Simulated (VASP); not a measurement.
# GaN in VASP: notebook, part 2 of 2

VASP 6.6.1. Earlier steps stand in the parts before.

### Step 4. Electric field gradients, PBE (zz strain of +1 %)

File INCAR:

```
SYSTEM = GaN
PREC = Accurate ; ENCUT = 520
EDIFF = 1E-8 ; ISMEAR = -1
SIGMA = 0.02 ; LREAL = .FALSE.
LASPH = .TRUE. ; NELM = 60
ALGO = Normal ; ISIF = 2
LWAVE = .FALSE. ; LCHARG = .FALSE.
GGA = PE ; LEFG = .TRUE.
NBANDS = 16
```

File KPOINTS:

```
Automatic mesh
0
G
  13 13 13
  0 0 0
```

File POSCAR:

```
GaN
1.0
    0.0000000000      1.9925000000      2.0124250000
    1.9925000000      0.0000000000      2.0124250000
    1.9925000000      1.9925000000      0.0000000000
Ga N
1 1
Direct
    0.5000000000      0.5000000000      0.5000000000
    0.0000000000      0.0000000000      0.0000000000
```

Potentials or basis: VASP PAW PBE potentials, release 64 (Ga_d, N).

Command:

```bash
cat potpaw_PBE.64/Ga_d/POTCAR potpaw_PBE.64/N/POTCAR > POTCAR
mpirun -np 1 vasp_std > vasp.out
```

OUTCAR:

```text
SYSTEM = GaN
   PREC = Accurate
   ENCUT = 520
   EDIFF = 1E-8
   ISMEAR = -1
   LREAL = .FALSE.
   LASPH = .TRUE.
   NELM = 60
   ISIF = 2
   GGA = PE

 ion  position               nearest neighbor table
   1  0.500  0.500  0.500-   2 1.99   2 1.99   2 1.99   2 1.99   2 2.01   2 2.01
   2  0.000  0.000  0.000-   1 1.99   1 1.99   1 1.99   1 1.99   1 2.01   1 2.01

  LATTYP: Found a body centered tetragonal cell.
 ALAT       =     2.8178205230
 C/A-ratio  =     1.4283556980

  Lattice vectors:

[... 670 lines left out ...]
  ---------------------------------------------------
  free  energy   TOTEN  =       -10.6015531196 eV

  energy  without entropy=      -10.6015531196  energy(sigma->0) =      -10.60155312

 Electric field gradients (V/A^2)
---------------------------------------------------------------------
 ion       V_xx      V_yy      V_zz      V_xy      V_xz      V_yz
---------------------------------------------------------------------
   1      -4.995    -4.995     9.990    -0.002    -0.001    -0.001
   2       0.133     0.133    -0.267    -0.000    -0.000    -0.000
---------------------------------------------------------------------

 Electric field gradients after diagonalization (V/A^2)
 (convention: |V_zz| > |V_xx| > |V_yy|)
----------------------------------------------------------------------
 ion       V_xx      V_yy      V_zz     asymmetry (V_yy - V_xx)/ V_zz
----------------------------------------------------------------------
   1      -4.998    -4.993     9.990       0.000
   2       0.133     0.133    -0.267       0.000
----------------------------------------------------------------------

           NMR quadrupolar parameters

 Cq : quadrupolar parameter    Cq=e*Q*V_zz/h
 eta: asymmetry parameters     (V_yy - V_xx)/ V_zz
 Q  : nuclear electric quadrupole moment in mb (millibarn)
----------------------------------------------------------------------
 ion       Cq(MHz)       eta       Q (mb)
----------------------------------------------------------------------
   1       0.024       0.000       1.000
   2      -0.001       0.000       1.000
----------------------------------------------------------------------
```

OSZICAR:

```text
N       E                     dE             d eps       ncg     rms          rms(c)
DAV:   1     0.768732580240E+02    0.76873E+02   -0.89083E+03  6880   0.226E+03
DAV:   2    -0.840808227751E+01   -0.85281E+02   -0.79438E+02  7216   0.335E+02
DAV:   3    -0.126270612659E+02   -0.42190E+01   -0.42051E+01  7024   0.635E+01
DAV:   4    -0.126629473540E+02   -0.35886E-01   -0.35883E-01  8000   0.602E+00
DAV:   5    -0.126632609590E+02   -0.31360E-03   -0.31360E-03  7504   0.532E-01    0.795E+00
DAV:   6    -0.106338942295E+02    0.20294E+01   -0.40369E+00  9208   0.466E+01    0.251E+00
DAV:   7    -0.106164888842E+02    0.17405E-01   -0.33638E-01  7408   0.557E+00    0.167E+00
DAV:   8    -0.106034796973E+02    0.13009E-01   -0.25351E-02  8360   0.310E+00    0.375E-01
DAV:   9    -0.106015943563E+02    0.18853E-02   -0.69664E-03  8432   0.277E+00    0.899E-02
DAV:  10    -0.106015516246E+02    0.42732E-04   -0.33118E-04  7048   0.224E-01    0.435E-02
DAV:  11    -0.106015511127E+02    0.51188E-06   -0.81563E-05  7904   0.153E-01    0.241E-02
DAV:  12    -0.106015532509E+02   -0.21382E-05   -0.50842E-06  7048   0.244E-02    0.919E-03
DAV:  13    -0.106015531163E+02    0.13462E-06   -0.81314E-08  8488   0.567E-03    0.526E-03
DAV:  14    -0.106015531196E+02   -0.32878E-08   -0.90485E-08  7688   0.315E-03
   1 F= -.10601553E+02 E0= -.10601553E+02  d E =-.237014E-11
```

stdout:

```text
POSCAR found type information on POSCAR GaN
 POSCAR found :  2 types and       2 ions
 scaLAPACK will be used
 LDA part: xc-table for (Slater+PW92), standard interpolation
 POSCAR, INCAR and KPOINTS ok, starting setup
 FFT: planning ... GRIDC
 FFT: planning ... GRID_SOFT
 FFT: planning ... GRID
 WAVECAR not read
 entering main loop
ion   1

ion   2
```

Wall time 36 s (1 thread of AMD EPYC 9R45 (Zen 5), shared host); peak memory 0.14 GiB.

Results:

```
Free energy            : -10.6016 eV
Pressure               : 65.5 GPa
Band gap on the k mesh : 1.77 eV, indirect (least direct gap 5.00 eV)
```

Levels at points of the mesh, in eV from the valence-band top:
```
           k point  band 7  band 8  band 9  band 10  band 11  band 12
(0.00, 0.00, 0.00)   -0.79   -0.79   -0.70     4.30    15.67    15.75
```

Electric field gradients, principal values (V/Å²):
```
atom   least  middle  greatest (by size)
1 Ga  -4.993  -4.998               9.990
 2 N   0.133   0.133              -0.267
```

Caveat: the cell differs from its parent crystal (zz strain of +1 %); without QUAD_EFG the Cq values of the log hold for a quadrupole moment of 1 mb, not for the nuclei. A k mesh can miss the band edges.

### Step 5. Electric field gradients, PBE (volume scaled by 1.02)

File INCAR:

```
SYSTEM = GaN
ALGO = Normal ; EDIFF = 1E-8
ENCUT = 520 ; GGA = PE
GGA_COMPAT = .False. ; ISIF = 2
ISMEAR = -1 ; LASPH = .True.
LCHARG = .False. ; LEFG = .True.
LREAL = .False. ; LWAVE = .False.
NBANDS = 16 ; NELM = 120
PREC = Accurate ; SIGMA = 0.02
```

File KPOINTS:

```
k-points
0
Gamma
  13 13 13
  0 0 0
```

File POSCAR:

```
GaN
1.0
    0.0000000000      2.0056957488      2.0056957488
    2.0056957488      0.0000000000      2.0056957488
    2.0056957488      2.0056957488      0.0000000000
Ga N
1 1
Direct
    0.5000000000      0.5000000000      0.5000000000
    0.0000000000      0.0000000000      0.0000000000
```

Potentials or basis: VASP PAW PBE potentials, release 64 (Ga_d, N).

Command:

```bash
cat potpaw_PBE.64/Ga_d/POTCAR potpaw_PBE.64/N/POTCAR > POTCAR
mpirun -np 1 vasp_std > vasp.out
```

OUTCAR:

```text
SYSTEM = GaN
   EDIFF = 1E-8
   ENCUT = 520
   GGA = PE
   ISIF = 2
   ISMEAR = -1
   LASPH = .True.
   LREAL = .False.
   NELM = 120
   PREC = Accurate

 ion  position               nearest neighbor table
   1  0.500  0.500  0.500-   2 2.01   2 2.01   2 2.01   2 2.01   2 2.01   2 2.01
   2  0.000  0.000  0.000-   1 2.01   1 2.01   1 2.01   1 2.01   1 2.01   1 2.01

  LATTYP: Found a face centered cubic cell.
 ALAT       =     4.0113914976

  Lattice vectors:

 A1 = (   0.0000000000,   2.0056957488,   2.0056957488)
[... 669 lines left out ...]
  ---------------------------------------------------
  free  energy   TOTEN  =       -10.6656899001 eV

  energy  without entropy=      -10.6656899001  energy(sigma->0) =      -10.66568990

 Electric field gradients (V/A^2)
---------------------------------------------------------------------
 ion       V_xx      V_yy      V_zz      V_xy      V_xz      V_yz
---------------------------------------------------------------------
   1       0.000     0.000     0.000    -0.002    -0.002    -0.002
   2      -0.000    -0.000     0.000    -0.000    -0.000    -0.000
---------------------------------------------------------------------

 Electric field gradients after diagonalization (V/A^2)
 (convention: |V_zz| > |V_xx| > |V_yy|)
----------------------------------------------------------------------
 ion       V_xx      V_yy      V_zz     asymmetry (V_yy - V_xx)/ V_zz
----------------------------------------------------------------------
   1       0.002     0.002    -0.003       0.000
   2       0.000     0.000    -0.000       0.000
----------------------------------------------------------------------

           NMR quadrupolar parameters

 Cq : quadrupolar parameter    Cq=e*Q*V_zz/h
 eta: asymmetry parameters     (V_yy - V_xx)/ V_zz
 Q  : nuclear electric quadrupole moment in mb (millibarn)
----------------------------------------------------------------------
 ion       Cq(MHz)       eta       Q (mb)
----------------------------------------------------------------------
   1      -0.000       0.000       1.000
   2      -0.000       0.000       1.000
----------------------------------------------------------------------
```

stdout:

```text
POSCAR found type information on POSCAR GaN
 POSCAR found :  2 types and       2 ions
 scaLAPACK will be used
 LDA part: xc-table for (Slater+PW92), standard interpolation
 POSCAR, INCAR and KPOINTS ok, starting setup
 FFT: planning ... GRIDC
 FFT: planning ... GRID_SOFT
 FFT: planning ... GRID
 WAVECAR not read
 entering main loop
ion   1

ion   2
```

It took 20 s on 1 thread of Intel Xeon Platinum 8259CL at 2.50GHz (Skylake/Cascade Lake), shared host; peak memory 0.15 GiB.

Results:

* Free energy: -10.6657 eV
* Pressure: 60.9 GPa
* Band gap on the k mesh: 1.77 eV, indirect (least direct gap 4.91 eV)

Levels at points of the mesh, in eV from the valence-band top:
| k point | band 5 | band 6 | band 7 | band 8 | band 9 | band 10 | band 11 | band 12 | band 13 | band 14 |
| --- | --- | --- | --- | --- | --- | --- | --- | --- | --- | --- |
| (0.00, 0.00, 0.00) | -13.84 | -13.84 | -0.72 | -0.72 | -0.72 | 4.19 | 15.69 | 15.69 | 15.69 | 16.62 |

Caveat: without QUAD_EFG the Cq values of the log hold for a quadrupole moment of 1 mb, not for the nuclei. A k mesh can miss the band edges.

### Step 6. The runs side by side

| cell | gap on the mesh (eV) | pressure (GPa) |
| --- | --- | --- |
| a = 2.804, b = 2.804, c = 2.818 Å, angles 59.8, 59.8, 60.3°, 2 atoms | 1.89 | 75.4 |
| a = 2.832, b = 2.832, c = 2.818 Å, angles 60.2, 60.2, 59.7°, 2 atoms | 1.77 | 65.5 |
| a = 2.836 Å, angles 60.0°, 2 atoms | 1.77 | 60.9 |

Alike in all rows: task electric field gradients; level PBE; potentials or basis VASP PAW PBE potentials, release 64 (Ga_d, N); no spin polarisation; k mesh 13 × 13 × 13; cutoff (eV) 520; smearing fermi-dirac 0.02 eV.

Absolute energies hang on the potentials; compare differences alone.
